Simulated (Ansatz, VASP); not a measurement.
## One calculation of PbO, two programs

```xyz
4
Lattice="4.0488 0.0000 0.0000 0.0000 4.0488 0.0000 0.0000 0.0000 28.5227" Properties=species:S:1:pos:R:3 pbc="T T T"
Pb    0.0000    2.0244    9.6952
Pb    2.0244    0.0000    7.3048
O     0.0000    0.0000    8.5000
O     2.0244    2.0244    8.5000
```

Change from the starting cell: species swapped into a sheet of the PbO type.

Alike in both runs: functional PBE; k mesh 6 × 6 × 1; occupations gaussian, width 0.02 eV; no spin polarisation.

Ansatz relaxed the structure, and its values are those at the end. VASP's run is a single point on that final structure, the one shown.

|  | VASP | Ansatz |
| --- | --- | --- |
| version | VASP 6.6.1 | Ansatz 0.2.0 |
| potentials or method | VASP PAW PBE potentials, release 64 (Pb_d, O), cutoff 520 eV | scalar-relativistic, plane waves, PAW |
| valence electrons in the cell | 40 | 40 |

|  | VASP | Ansatz | Ansatz less VASP |
| --- | --- | --- | --- |
| gap on the k mesh at the Fermi level (eV) | 2.48 | 2.50 | +0.021 |
| least direct gap on the mesh (eV) | 2.48 | 2.50 | +0.021 |
| rms of the force components (eV/Å) | 0.014 | 0.001 | -0.0132 |

Neither program's run includes spin-orbit coupling.
